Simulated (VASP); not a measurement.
# TiC (Fm-3m) in VASP: notebook, part 2 of 2

VASP 6.6.1. Earlier steps stand in the parts before.

## 5. Single point, PBE

This run uses another cell than the first one, of 10.17 Å³/atom.

Input file INCAR:

```
PREC = Accurate
ENCUT = 520
EDIFF = 1E-7
ISMEAR = -1
SIGMA = 0.15
LREAL = F
LASPH = T
NELM = 80
ALGO = Normal
ISIF = 2
LWAVE = F
LCHARG = T
GGA = PE
LELF = T
LVHAR = T
NBANDS = 15
```

Input file KPOINTS:

```
regular mesh
0
Gamma
  16 16 16
```

Input file POSCAR:

```
TiC
1.0
    0.0000000000      2.1666607042      2.1666607042
    2.1666607042      0.0000000000      2.1666607042
    2.1666607042      2.1666607042      0.0000000000
Ti C
1 1
Direct
    0.0000000000      0.0000000000      0.0000000000
    0.5000000000      0.5000000000      0.5000000000
```

Potentials or basis: VASP PAW PBE potentials, release 64 (Ti_sv, C).

On the command line:

```console
$ cat potpaw_PBE.64/Ti_sv/POTCAR potpaw_PBE.64/C/POTCAR > POTCAR
$ mpirun -np 1 vasp_std > vasp.out
```

OUTCAR:

```text
PREC = Accurate
   ENCUT = 520
   EDIFF = 1E-7
   ISMEAR = -1
   LREAL = F
   LASPH = T
   NELM = 80
   ISIF = 2
   GGA = PE

 ion  position               nearest neighbor table
   1  0.000  0.000  0.000-   2 2.17   2 2.17   2 2.17   2 2.17   2 2.17   2 2.17
   2  0.500  0.500  0.500-   1 2.17   1 2.17   1 2.17   1 2.17   1 2.17   1 2.17

  LATTYP: Found a face centered cubic cell.
 ALAT       =     4.3333214084

  Lattice vectors:

 A1 = (   0.0000000000,   2.1666607042,   2.1666607042)
 A2 = (   2.1666607042,   0.0000000000,   2.1666607042)
 A3 = (   2.1666607042,   2.1666607042,   0.0000000000)

Analysis of symmetry for initial positions (statically):
=====================================================================
 Subroutine PRICEL returns:
 Original cell was already a primitive cell.

 Routine SETGRP: Setting up the symmetry group for a
 face centered cubic supercell.

 Subroutine GETGRP returns: Found 48 space group operations
 (whereof 48 operations were pure point group operations)
 out of a pool of 48 trial point group operations.

The static configuration has the point symmetry O_h .

[... 174 lines left out ...]
      7      10.0916      0.01883
      8      10.0916      0.01883
      9      11.0704      0.00003
     10      11.0704      0.00003
     11      11.0704      0.00003
     12      11.1088      0.00002
     13      11.1088      0.00002
     14      19.8587      0.00000
[... 401 lines left out ...]
      2     -23.2644      2.00000
      3     -23.2309      2.00000
      4     -23.2191      2.00000
      5      -2.7623      2.00000
      6       9.1796      1.61198
      7       9.3651      1.09342
      8       9.3731      1.06700
      9      10.2021      0.00906
     10      10.7755      0.00020
     11      11.6600      0.00000
     12      12.2165      0.00000
     13      13.0773      0.00000
     14      20.2666      0.00000
     15      23.4919      0.00000

 [... further k-points ...]

------------------------ aborting loop because EDIFF is reached ----------------------------------------

  FORCE on cell =-STRESS in cart. coord.  units (eV):
  Direction    XX          YY          ZZ          XY          YZ          ZX
  --------------------------------------------------------------------------------------
  -------------------------------------------------------------------------------------
  Total        0.0284108      0.0284108      0.0284108      0.0000000      0.0000000     -0.0000000
  in kB        2.2376471      2.2376471      2.2376471      0.0000000      0.0000000     -0.0000000
  external PRESSURE =       2.2376471 kB  Pullay stress =       0.0000000 kB

 VOLUME and BASIS-vectors are now :
 -----------------------------------------------------------------------------
  energy-cutoff  :      520.00
  volume of cell :       20.34
      direct lattice vectors                 reciprocal lattice vectors
     0.000000000  2.166660704  2.166660704    -0.230769866  0.230769866  0.230769866
     2.166660704  0.000000000  2.166660704     0.230769866 -0.230769866  0.230769866
     2.166660704  2.166660704  0.000000000     0.230769866  0.230769866 -0.230769866

 POSITION                                       TOTAL-FORCE (eV/Angst)
 -----------------------------------------------------------------------------------
      0.00000      0.00000      0.00000         0.000000      0.000000     -0.000000
      2.16666      2.16666      2.16666         0.000000      0.000000      0.000000
 -----------------------------------------------------------------------------------
    total drift:                                0.000000     -0.000000     -0.000000

  FREE ENERGIE OF THE ION-ELECTRON SYSTEM (eV)
  ---------------------------------------------------
  free  energy   TOTEN  =       -18.7208772340 eV

  energy  without entropy=      -18.6959200603  energy(sigma->0) =      -18.70839865
```

OSZICAR:

```text
N       E                     dE             d eps       ncg     rms          rms(c)
DAV:   1     0.117860285804E+03    0.11786E+03   -0.79761E+03  4364   0.128E+03
DAV:   2    -0.166456130157E+02   -0.13451E+03   -0.12572E+03  4658   0.337E+02
DAV:   3    -0.241077792251E+02   -0.74622E+01   -0.73470E+01  5759   0.773E+01
DAV:   4    -0.243212646465E+02   -0.21349E+00   -0.21330E+00  5354   0.121E+01
DAV:   5    -0.243263185313E+02   -0.50539E-02   -0.50535E-02  5766   0.163E+00    0.182E+01
DAV:   6    -0.193515522489E+02    0.49748E+01   -0.11859E+01  6191   0.562E+01    0.696E+00
DAV:   7    -0.187578562826E+02    0.59370E+00   -0.21846E+00  5127   0.208E+01    0.490E+00
DAV:   8    -0.187344114462E+02    0.23445E-01   -0.10698E-01  4911   0.340E+00    0.345E+00
DAV:   9    -0.187243864163E+02    0.10025E-01   -0.99519E-02  5921   0.442E+00    0.741E-01
DAV:  10    -0.187231724542E+02    0.12140E-02   -0.12086E-02  5726   0.136E+00    0.653E-01
DAV:  11    -0.187210825267E+02    0.20899E-02   -0.28777E-03  5008   0.763E-01    0.209E-01
DAV:  12    -0.187208886929E+02    0.19383E-03   -0.37468E-04  6006   0.279E-01    0.436E-02
DAV:  13    -0.187208770281E+02    0.11665E-04   -0.53959E-05  5008   0.751E-02    0.530E-03
DAV:  14    -0.187208774486E+02   -0.42049E-06   -0.17001E-06  4925   0.120E-02    0.378E-03
DAV:  15    -0.187208772622E+02    0.18639E-06   -0.58911E-07  5043   0.132E-02    0.294E-03
DAV:  16    -0.187208772340E+02    0.28192E-07   -0.79629E-08  3420   0.496E-03
   1 F= -.18720877E+02 E0= -.18708399E+02  d E =-.249572E-01
```

It took 64 s on 1 thread of Intel Xeon 8259CL, shared host; peak memory 0.17 GiB.

What came out:

* Free energy: -18.7209 eV
* Pressure: 0.2 GPa
* Band gap on the k mesh: zero (bands 8 and 9 overlap by 1.10 eV)

Levels at points of the mesh, in eV from the Fermi level:
```tsv
k point	band 6	band 7	band 8	band 9	band 10	band 11
(0.00, 0.00, 0.00)	0.70	0.70	0.70	1.68	1.68	1.68
(0.50, 0.00, 0.00)	-5.83	-2.89	-2.89	2.92	2.92	4.09
(0.50, 0.50, 0.00)	-3.43	-1.61	-0.03	-0.03	2.71	3.51
```

## 6. Summary

```tsv
cell	smearing	gap on the mesh (eV)	pressure (GPa)
a = 3.044 Å, angles 60.0°, 2 atoms	fermi-dirac 0.15 eV	none	5.5
a = 3.064 Å, angles 60.0°, 2 atoms	gaussian 0.1 eV	none	0.2
a = 3.064 Å, angles 60.0°, 2 atoms	fermi-dirac 0.15 eV	none	0.2
```

Alike in all rows: task single point; level PBE; potentials or basis VASP PAW PBE potentials, release 64 (Ti_sv, C); no spin polarisation; k mesh 16 × 16 × 16; cutoff (eV) 520.

Caveats: the cell stands under pressure (at least some runs).

Absolute energies hang on the potentials; compare differences alone.
